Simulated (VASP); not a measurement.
# Ru: single point with r2SCAN

The system is Ru.

```xyz
2
Lattice="2.7023 0.0000 0.0000 -1.3512 2.3403 0.0000 0.0000 0.0000 4.4579" Properties=species:S:1:pos:R:3 pbc="T T T"
Ru    0.0000    1.5602    1.1145
Ru    1.3512    0.7801    3.3435
```

This cell differs from its parent crystal: strain +0.0450 x Voigt [0, 0, 1, 0, 0, 0].

| Property | Result |
| --- | --- |
| Program | VASP 6.6.1 |
| Task | single point |
| Functional | r2SCAN |
| Potentials or basis | VASP PAW PBE potentials, release 64 (Ru_pv) |
| Cutoff | 520 eV |
| k mesh | 24 × 24 × 14 |
| Occupations | gaussian, width 0.15 eV |
| Spin | no spin polarisation |

```json
{
 "Pressure": "-11.9 GPa",
 "Band gap on the k mesh": "zero (bands 14 and 15 overlap by 3.17 eV)"
}
```

Stress tensor (GPa, compression positive):
```
 -5.46   0.00   0.00
  0.00  -5.46   0.00
  0.00   0.00 -24.92
```

Levels at points of the mesh, in eV from the Fermi level:
```csv
k point,band 10,band 11,band 12,band 13,band 14,band 15,band 16,band 17,band 18,band 19
"(0.00, 0.00, 0.00)",-2.52,-2.52,-1.95,-1.95,-1.07,-1.07,0.83,1.17,1.17,8.39
"(0.50, 0.00, 0.00)",-2.68,-2.32,-1.71,-1.66,1.63,1.69,1.96,4.11,6.24,8.39
"(0.00, 0.00, 0.50)",-2.93,-2.60,-2.60,-2.60,-2.60,0.51,0.51,0.51,0.51,8.39
"(0.50, 0.00, 0.50)",-4.64,-0.89,-0.89,0.45,0.45,1.82,1.82,3.41,3.41,8.39
```

Wall time 10 min on 1 thread of Intel(R) Xeon(R) Platinum 8259CL CPU @ 2.50GHz (Skylake/Cascade Lake), with other jobs on the host, peak memory 0.33 GiB.

Caveat: the cell differs from its parent crystal (strain +0.0450 x Voigt [0, 0, 1, 0, 0, 0]); the cell stands under tension; the PAW data sets were made with another functional, which shifts forces and pressure a little.
